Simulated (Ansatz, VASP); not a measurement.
This is a calculation of Nb for Ansatz 0.2.0.

Contents of input.yaml:

```yaml
crystal:
  lattice:
    - [2.9910616844, 0.0, 0.0]
    - [0.0, 2.9910616844, 0.0]
    - [0.0, 0.0, 25.575]
  atoms:
    - { symbol: Nb, position: [0.5, 0.5, 0.293255132] }
    - { symbol: Nb, position: [0.0, 0.0, 0.3759530792] }
    - { symbol: Nb, position: [0.5, 0.5, 0.4586510264] }
    - { symbol: Nb, position: [0.0, 0.0, 0.5413489736] }
    - { symbol: Nb, position: [0.5, 0.5, 0.6240469208] }
    - { symbol: Nb, position: [0.0, 0.0, 0.706744868] }
hamiltonian:
  xc: pbe
  pseudopotentials: { kind: paw }
kpoints:
  mp_grid: { grid: [9, 9, 1] }
scf:
  occupations: { method: fermi_dirac, width: 0.05 }
output:
  forces: true
  eigenvalues: true
efield:
  axis: 3
  dipole_correction: true
  ramp_width: 0.04
```

Potentials or basis: Ansatz PAW.

The run is started by

```sh
$ ansatz run input.yaml --threads 4 --pin off --max-ram 11264MiB --backend cpu --events-out ev --progress --plain --runs-dir out
```

Problem. Set up the same calculation for VASP 6.6.1. Potentials there: VASP PAW PBE potentials, release 64 (Nb_sv).

Solution. As run (the cutoff follows the program's own potentials):

INCAR

```
  ALGO = Normal
  DIPOL = 0.5 0.5 0.500
  EDIFF = 1E-7
  ENCUT = 520
  GGA = PE
  IDIPOL = 3
  ISIF = 2
  ISMEAR = -1
  LASPH = True
  LCHARG = True
  LDIPOL = True
  LELF = True
  LREAL = False
  LVACPOTAV = True
  LVHAR = True
  LWAVE = False
  NBANDS = 48
  NELM = 80
  PREC = Accurate
  SIGMA = 0.05
```

File KPOINTS:

```
k-points
0
Gamma
  9 9 1
```

The input POSCAR:

```
Nb
1.0
    2.9910616844      0.0000000000      0.0000000000
    0.0000000000      2.9910616844      0.0000000000
    0.0000000000      0.0000000000     25.5750000000
Nb
6
Direct
    0.5000000000      0.5000000000      0.2932551320
    0.0000000000      0.0000000000      0.3759530792
    0.5000000000      0.5000000000      0.4586510264
    0.0000000000      0.0000000000      0.5413489736
    0.5000000000      0.5000000000      0.6240469208
    0.0000000000      0.0000000000      0.7067448680
```

Potentials or basis: VASP PAW PBE potentials, release 64 (Nb_sv).

Command:

```console
$ cat potpaw_PBE.64/Nb_sv/POTCAR > POTCAR
$ mpirun -np 1 vasp_std > vasp.out
```

Both were run:

|  | VASP | Ansatz | Ansatz less VASP |
| --- | --- | --- | --- |
| gap on the k mesh at the Fermi level (eV) | none | none | - |
| rms of the force components (eV/Å) | 0.284 | 0.280 | -0.0046 |
| work function, face that differs most (eV) | 4.39 | 4.38 | -0.004 |

Atom by atom the forces differ by 0.006 eV/Å (rms over components). A gap of «none» marks a metal or a gap that the smearing closes.
